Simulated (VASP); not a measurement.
# Sb2Au (Fm-3m) in VASP: further runs

Sb2Au is run at these levels: LDA; tasks: single point.

Everything below comes from runs of VASP 6.6.1. Logs are shortened: lines on timing, memory, paths and dates and some standing lists are left out, and cuts for length are marked.

**1. The cell of the first run**

It takes space group Fm-3m (No. 225, cubic). The conventional cell has a = 6.474 Å, b = 6.474 Å, c = 6.474 Å, α = 90.00°, β = 90.00°, γ = 90.00°. Sb (site symmetry -43m) has 4 Au at 2.80 Å and 6 Sb at 3.24 Å within 3.7 Å. Within 3.7 Å of Au (site symmetry m-3m) lie 8 Sb at 2.80 Å.

**2. Single point, LDA**

File INCAR:

```
ALGO     = Normal         # electronic algorithm
EDIFF    = 1E-6           # SCF threshold, eV
ENCUT    = 520            # plane-wave cutoff, eV
ISIF     = 2              # what is computed and relaxed
ISMEAR   = 1              # smearing method
LASPH    = True           # aspherical terms in the spheres
LCHARG   = True           # write CHGCAR
LELF     = True           # ELF
LREAL    = False          # projectors in reciprocal space
LVHAR    = True         
LWAVE    = False          # write WAVECAR
NBANDS   = 18             # bands
NELM     = 60             # most SCF steps
PREC     = Accurate       # precision mode
SIGMA    = 0.3            # smearing width, eV
```

File KPOINTS:

```
k-points
0
Gamma
  6 6 6
```

File POSCAR:

```
Sb2Au
1.0
    0.0000000000      3.2367756137      3.2367756137
    3.2367756137      0.0000000000      3.2367756137
    3.2367756137      3.2367756137      0.0000000000
Sb Au
2 1
Direct
    0.2500000000      0.2500000000      0.2500000000
    0.7500000000      0.7500000000      0.7500000000
    0.0000000000      0.0000000000      0.0000000000
```

Potentials or basis: VASP PAW LDA potentials, release 64 (Sb, Au).

On the command line:

```bash
cat potpaw_LDA.64/Sb/POTCAR potpaw_LDA.64/Au/POTCAR > POTCAR
mpirun -np 1 vasp_std > vasp.out
```

OUTCAR:

```text
EDIFF = 1E-6
   ENCUT = 520
   ISIF = 2
   ISMEAR = 1
   LASPH = True
   LREAL = False
   NELM = 60
   PREC = Accurate

 ion  position               nearest neighbor table
   1  0.250  0.250  0.250-   3 2.80   3 2.80   3 2.80   3 2.80   2 3.24   2 3.24   2 3.24   2 3.24
                             2 3.24   2 3.24
   2  0.750  0.750  0.750-   3 2.80   3 2.80   3 2.80   3 2.80   1 3.24   1 3.24   1 3.24   1 3.24
                             1 3.24   1 3.24
   3  0.000  0.000  0.000-   2 2.80   2 2.80   2 2.80   1 2.80   1 2.80   1 2.80   2 2.80   1 2.80

  LATTYP: Found a face centered cubic cell.
 ALAT       =     6.4735512274

  Lattice vectors:

 A1 = (   0.0000000000,   3.2367756137,   3.2367756137)
 A2 = (   3.2367756137,   0.0000000000,   3.2367756137)
 A3 = (   3.2367756137,   3.2367756137,   0.0000000000)

Analysis of symmetry for initial positions (statically):
=====================================================================
 Subroutine PRICEL returns:
 Original cell was already a primitive cell.

 Routine SETGRP: Setting up the symmetry group for a
 face centered cubic supercell.

 Subroutine GETGRP returns: Found 48 space group operations
 (whereof 48 operations were pure point group operations)
 out of a pool of 48 trial point group operations.

The static configuration has the point symmetry O_h .

Analysis of symmetry for dynamics (positions and initial velocities):
=====================================================================
 Subroutine PRICEL returns:
 Original cell was already a primitive cell.

 Routine SETGRP: Setting up the symmetry group for a
 face centered cubic supercell.

 Subroutine GETGRP returns: Found 48 space group operations
 (whereof 48 operations were pure point group operations)
 out of a pool of 48 trial point group operations.

The dynamic configuration has the point symmetry O_h .

 Subroutine INISYM returns: Found 48 space group operations
 (whereof 48 operations are pure point group operations),
 and found     1 'primitive' translations

----------------------------------------------------------------------------------------

                                     Primitive cell

  volume of cell :      67.8216

  direct lattice vectors                    reciprocal lattice vectors
     0.000000000  3.236775614  3.236775614    -0.154474718  0.154474718  0.154474718
[... 78 lines left out ...]
   NELM   =     60;   NELMIN=  2; NELMDL= -5     # of ELM steps
   EDIFF  = 0.1E-05   stopping-criterion for ELM
   LREAL  =      F    real-space projection
   EDIFFG = 0.1E-04   stopping-criterion for IOM
   NSW    =      0    number of steps for IOM
   IBRION =     -1    ionic relax: 0-MD 1-quasi-New 2-CG
   NFREE  =      0    steps in history (QN), initial steepest desc. (CG)
   ISIF   =      2    stress and relaxation
   ISYM   =      2    0-nonsym 1-usesym 2-fastsym
   POTIM  = 0.5000    time-step for ionic-motion
   TEBEG  =    0.0;   TEEND  =   0.0 temperature during run
   PSTRESS=    0.0 pullay stress
   NELECT =      21.0000    total number of electrons
   NUPDOWN=      -1.0000    fix difference up-down
   EMIN   =  10.00;   EMAX   =-10.00  energy-range for DOS
   EFERMI =   0.00;   METHOD = LEGACY
   ISMEAR =     1;   SIGMA  =   0.30  broadening in eV -4-tet -1-fermi 0-gaus
   EFERMI_NEDOS =   21; number of points for ismear=-14 and -15
   IALGO  =     38    algorithm
   IMIX   =      4    mixing-type and parameters
     AMIX     =   0.40;   BMIX     =  1.00
     AMIX_MAG =   1.60;   BMIX_MAG =  1.00
  volume/ion in A,a.u.               =      22.61       152.56
  Fermi-wavevector in a.u.,A,eV,Ry     =   1.107538  2.092944 16.689459  1.226641
  Thomas-Fermi vector in A             =   2.244054
   LORBIT       =      0    0 simple, 1 ext, 2 COOP (PROOUT), +10 PAW based schemes
   GGA     = CA    functional components
   LHFCALC =     F    Hartree Fock is set to
   AEXX    =    0.0000 exact exchange contribution
   IVDW    =     0    specifies the selected vdW correction
   LEPSILON=     F    determine dielectric tensor
   LRPA    =     F    only Hartree local field effects (RPA)
 non-spin polarized calculation
 Methfessel and Paxton  Order N= 1 SIGMA  =   0.30
  energy-cutoff  :      520.00
  volume of cell :       67.82
 maximum number of plane-waves:      1853
 NGX is ok and might be reduce to    36
   NGX = 17   NGY = 17   NGZ = 17

 number of electron      21.0000002 magnetization

 Free energy of the ion-electron system (eV)
  ---------------------------------------------------
  ext. energy  EPLUGINS =         0.00000000
  ---------------------------------------------------
  free energy    TOTEN  =       -13.54107833 eV

  energy without entropy =      -13.52826776  energy(sigma->0) =      -13.53680814

 E-fermi :  10.0953     XC(G=0): -11.0396

 val. band max:       10.0916929600   @ k =  -0.1667   0.1667   0.0000
 cond. band min:      10.1044562372   @ k =   0.1667   0.0000   0.0000
 fundamental gap:      0.0127632772
 Fermi energy:        10.0953038347

 k-point     1 :       0.0000    0.0000    0.0000
  band No.  band energies     occupation
      1      -3.8750      2.00000
      2       2.6286      2.00000
      3       2.6286      2.00000
      4       2.6286      2.00000
      5       3.2813      2.00000
      6       4.0765      2.00000
[... 313 lines left out ...]
      5       3.7417      2.00000
      6       3.8636      2.00000
[... 10 lines left out ...]
     17      18.0162      0.00000
     18      19.2424      0.00000

------------------------ aborting loop because EDIFF is reached ----------------------------------------

  FORCE on cell =-STRESS in cart. coord.  units (eV):
  Direction    XX          YY          ZZ          XY          YZ          ZX
  --------------------------------------------------------------------------------------
  -------------------------------------------------------------------------------------
  Total        5.8767866      5.8767866      5.8767866      0.0000000      0.0000000     -0.0000000
  in kB      138.8298086    138.8298086    138.8298086      0.0000000      0.0000000     -0.0000000
  external PRESSURE =     138.8298086 kB  Pullay stress =       0.0000000 kB

 VOLUME and BASIS-vectors are now :
 -----------------------------------------------------------------------------
  energy-cutoff  :      520.00
  volume of cell :       67.82
      direct lattice vectors                 reciprocal lattice vectors
     0.000000000  3.236775614  3.236775614    -0.154474718  0.154474718  0.154474718
     3.236775614  0.000000000  3.236775614     0.154474718 -0.154474718  0.154474718
     3.236775614  3.236775614  0.000000000     0.154474718  0.154474718 -0.154474718

 POSITION                                       TOTAL-FORCE (eV/Angst)
 -----------------------------------------------------------------------------------
      1.61839      1.61839      1.61839        -0.000000     -0.000000     -0.000000
      4.85516      4.85516      4.85516         0.000000      0.000000      0.000000
      0.00000      0.00000      0.00000         0.000000     -0.000000     -0.000000
 -----------------------------------------------------------------------------------
    total drift:                               -0.000000      0.000000      0.000000

  FREE ENERGIE OF THE ION-ELECTRON SYSTEM (eV)
  ---------------------------------------------------
  free  energy   TOTEN  =       -13.5410783333 eV

  energy  without entropy=      -13.5282677602  energy(sigma->0) =      -13.53680814
```

stdout:

```text
POSCAR found type information on POSCAR SbAu
 POSCAR found :  2 types and       3 ions
 scaLAPACK will be used
 LDA part: xc-table for (Slater(with rela. corr.)+CA(PZ))
 , standard interpolation
 POSCAR, INCAR and KPOINTS ok, starting setup
 FFT: planning ... GRIDC
 FFT: planning ... GRID_SOFT
 FFT: planning ... GRID
 WAVECAR not read
 entering main loop
```

Wall time 24 s (1 thread of Intel Xeon 8259CL, shared host); peak memory 0.17 GiB.

Results:

```
Free energy : -13.5411 eV
Pressure    : 13.9 GPa
```

Caveat: spin-orbit coupling is left out, which moves the levels of the heavy elements.

**3. Single point, LDA**

This run uses another cell than the first one, of 23.26 Å³/atom, 1.029 times its volume.

File INCAR:

```
ALGO = Normal ; EDIFF = 1E-6
ENCUT = 520 ; ISIF = 2
ISMEAR = 1 ; LASPH = T
LCHARG = F ; LREAL = F
LWAVE = F ; NBANDS = 18
NELM = 100 ; PREC = Accurate
SIGMA = 0.3
```

KPOINTS is that of step 2.

File POSCAR:

```
Sb2Au
1.0
    0.0000000000      3.2677514251      3.2677514251
    3.2677514251      0.0000000000      3.2677514251
    3.2677514251      3.2677514251      0.0000000000
Sb Au
2 1
Direct
    0.2500000000      0.2500000000      0.2500000000
    0.7500000000      0.7500000000      0.7500000000
    0.0000000000      0.0000000000      0.0000000000
```

Potentials or basis: VASP PAW LDA potentials, release 64 (Sb, Au).

On the command line:

```bash
cat potpaw_LDA.64/Sb/POTCAR potpaw_LDA.64/Au/POTCAR > POTCAR
mpirun -np 1 vasp_std > vasp.out
```

It took 27 s on 1 thread of Intel Xeon 8259CL, shared host; peak memory 0.18 GiB.

It converged, with:

| Item | Value |
| --- | --- |
| Free energy | -13.6862 eV |
| Pressure | 9.8 GPa |

Levels at points of the mesh, in eV from the Fermi level:
```
           k point  band 7  band 8  band 9  band 10  band 11  band 12  band 13  band 14
(0.00, 0.00, 0.00)   -5.82   -0.38   -0.38    -0.38     0.39     0.39     0.39     1.68
(0.50, 0.00, 0.00)   -5.79   -2.70   -2.70    -2.39    -1.70     0.11     0.11     4.90
(0.50, 0.50, 0.00)   -5.64   -5.08   -5.08    -3.84     0.18     3.81     3.81     4.07
```

Caveat: spin-orbit coupling is left out, which moves the levels of the heavy elements.

**4. Single point, LDA**

This run uses another cell than the first one, of 23.92 Å³/atom, 1.058 times its volume.

File INCAR:

```
SYSTEM = Sb2Au
ALGO = Normal ; EDIFF = 1E-7
ENCUT = 520 ; ISIF = 2
ISMEAR = 1 ; LASPH = .True.
LCHARG = .False. ; LREAL = .False.
LWAVE = .False. ; NBANDS = 18
NELM = 60 ; PREC = Accurate
SIGMA = 0.3
```

File KPOINTS:

```
k-points
0
Gamma
  6 6 6
  0 0 0
```

File POSCAR:

```
Sb2Au
1.0
    0.0000000000      3.2981508585      3.2981508585
    3.2981508585      0.0000000000      3.2981508585
    3.2981508585      3.2981508585      0.0000000000
Sb Au
2 1
Direct
    0.2500000000      0.2500000000      0.2500000000
    0.7500000000      0.7500000000      0.7500000000
    0.0000000000      0.0000000000      0.0000000000
```

Potentials or basis: VASP PAW LDA potentials, release 64 (Sb, Au).

On the command line:

```bash
cat potpaw_LDA.64/Sb/POTCAR potpaw_LDA.64/Au/POTCAR > POTCAR
mpirun -np 1 vasp_std > vasp.out
```

OUTCAR:

```text
SYSTEM = Sb2Au
   EDIFF = 1E-7
   ENCUT = 520
   ISIF = 2
   ISMEAR = 1
   LASPH = .True.
   LREAL = .False.
   NELM = 60
   PREC = Accurate

 ion  position               nearest neighbor table
   1  0.250  0.250  0.250-   3 2.86   3 2.86   3 2.86   3 2.86   2 3.30   2 3.30   2 3.30   2 3.30
                             2 3.30   2 3.30
   2  0.750  0.750  0.750-   3 2.86   3 2.86   3 2.86   3 2.86   1 3.30   1 3.30   1 3.30   1 3.30
                             1 3.30   1 3.30
   3  0.000  0.000  0.000-   2 2.86   2 2.86   2 2.86   1 2.86   2 2.86   1 2.86   1 2.86   1 2.86

  LATTYP: Found a face centered cubic cell.
 ALAT       =     6.5963017170

  Lattice vectors:

 A1 = (   0.0000000000,   3.2981508585,   3.2981508585)
 A2 = (   3.2981508585,   0.0000000000,   3.2981508585)
 A3 = (   3.2981508585,   3.2981508585,   0.0000000000)

Analysis of symmetry for initial positions (statically):
=====================================================================
 Subroutine PRICEL returns:
 Original cell was already a primitive cell.

 Routine SETGRP: Setting up the symmetry group for a
 face centered cubic supercell.

 Subroutine GETGRP returns: Found 48 space group operations
 (whereof 48 operations were pure point group operations)
 out of a pool of 48 trial point group operations.

The static configuration has the point symmetry O_h .

Analysis of symmetry for dynamics (positions and initial velocities):
=====================================================================
 Subroutine PRICEL returns:
 Original cell was already a primitive cell.

 Routine SETGRP: Setting up the symmetry group for a
 face centered cubic supercell.

 Subroutine GETGRP returns: Found 48 space group operations
 (whereof 48 operations were pure point group operations)
 out of a pool of 48 trial point group operations.

The dynamic configuration has the point symmetry O_h .

[... 108 lines left out ...]
   IALGO  =     38    algorithm
   IMIX   =      4    mixing-type and parameters
     AMIX     =   0.40;   BMIX     =  1.00
     AMIX_MAG =   1.60;   BMIX_MAG =  1.00
  volume/ion in A,a.u.               =      23.92       161.40
  Fermi-wavevector in a.u.,A,eV,Ry     =   1.086928  2.053996 16.074090  1.181412
  Thomas-Fermi vector in A             =   2.223076
   LORBIT       =      0    0 simple, 1 ext, 2 COOP (PROOUT), +10 PAW based schemes
   GGA     = CA    functional components
   LHFCALC =     F    Hartree Fock is set to
   AEXX    =    0.0000 exact exchange contribution
   IVDW    =     0    specifies the selected vdW correction
   LEPSILON=     F    determine dielectric tensor
   LRPA    =     F    only Hartree local field effects (RPA)
 non-spin polarized calculation
 Methfessel and Paxton  Order N= 1 SIGMA  =   0.30
  energy-cutoff  :      520.00
  volume of cell :       71.75
 maximum number of plane-waves:      1964
   NGX = 17   NGY = 17   NGZ = 17

 number of electron      20.9999998 magnetization

 Free energy of the ion-electron system (eV)
  ---------------------------------------------------
  ext. energy  EPLUGINS =         0.00000000
  ---------------------------------------------------
  free energy    TOTEN  =       -13.78480843 eV

  energy without entropy =      -13.77607492  energy(sigma->0) =      -13.78189726

 E-fermi :   9.1781     XC(G=0): -10.7754

 val. band max:        9.1477589188   @ k =   0.1667   0.0000   0.0000
 cond. band min:       9.1957713000   @ k =  -0.1667   0.1667   0.0000
 fundamental gap:      0.0480123813
 Fermi energy:         9.1780600310

 k-point     1 :       0.0000    0.0000    0.0000
  band No.  band energies     occupation
      1      -4.2064      2.00000
      2       2.2038      2.00000
      3       2.2038      2.00000
      4       2.2038      2.00000
      5       2.2798      2.00000
      6       3.5469      2.00000
[... 313 lines left out ...]
      5       3.2272      2.00000
      6       3.3366      2.00000
[... 10 lines left out ...]
     17      16.9895      0.00000
     18      18.2834      0.00000

------------------------ aborting loop because EDIFF is reached ----------------------------------------

  FORCE on cell =-STRESS in cart. coord.  units (eV):
  Direction    XX          YY          ZZ          XY          YZ          ZX
  --------------------------------------------------------------------------------------
  -------------------------------------------------------------------------------------
  Total        2.8183189      2.8183189      2.8183189      0.0000000      0.0000000      0.0000000
  in kB       62.9302087     62.9302087     62.9302087      0.0000000      0.0000000      0.0000000
  external PRESSURE =      62.9302087 kB  Pullay stress =       0.0000000 kB

 VOLUME and BASIS-vectors are now :
 -----------------------------------------------------------------------------
  energy-cutoff  :      520.00
  volume of cell :       71.75
      direct lattice vectors                 reciprocal lattice vectors
     0.000000000  3.298150859  3.298150859    -0.151600100  0.151600100  0.151600100
     3.298150859  0.000000000  3.298150859     0.151600100 -0.151600100  0.151600100
     3.298150859  3.298150859  0.000000000     0.151600100  0.151600100 -0.151600100

 POSITION                                       TOTAL-FORCE (eV/Angst)
 -----------------------------------------------------------------------------------
      1.64908      1.64908      1.64908         0.000000      0.000000      0.000000
      4.94723      4.94723      4.94723         0.000000      0.000000     -0.000000
      0.00000      0.00000      0.00000        -0.000000     -0.000000     -0.000000
 -----------------------------------------------------------------------------------
    total drift:                               -0.000000      0.000000      0.000000

  FREE ENERGIE OF THE ION-ELECTRON SYSTEM (eV)
  ---------------------------------------------------
  free  energy   TOTEN  =       -13.7848084281 eV

  energy  without entropy=      -13.7760749217  energy(sigma->0) =      -13.78189726
```

stdout:

```text
POSCAR found type information on POSCAR SbAu
 POSCAR found :  2 types and       3 ions
 scaLAPACK will be used
 LDA part: xc-table for (Slater(with rela. corr.)+CA(PZ))
 , standard interpolation
 POSCAR, INCAR and KPOINTS ok, starting setup
 FFT: planning ... GRIDC
 FFT: planning ... GRID_SOFT
 FFT: planning ... GRID
 WAVECAR not read
 entering main loop
```

Run time: 38 s. Hardware: 1 thread of Intel Xeon 8259CL, shared host; peak memory 0.18 GiB.

Results:

```
Free energy : -13.7848 eV
Pressure    : 6.3 GPa
```

Caveat: spin-orbit coupling is left out, which moves the levels of the heavy elements.

**5. The runs side by side**

```tsv
cell	gap on the mesh (eV)	pressure (GPa)
a = 4.577 Å, angles 60.0°, 3 atoms	none	13.9
a = 4.621 Å, angles 60.0°, 3 atoms	none	9.8
a = 4.664 Å, angles 60.0°, 3 atoms	none	6.3
```

Alike in all rows: task single point; level LDA; potentials or basis VASP PAW LDA potentials, release 64 (Sb, Au); no spin polarisation; k mesh 6 × 6 × 6; cutoff (eV) 520; smearing methfessel-paxton 0.3 eV.

Caveats: spin-orbit coupling is left out, which moves the levels of the heavy elements.

Total energies depend on the potentials used, so only differences within one code and one set of settings carry meaning.
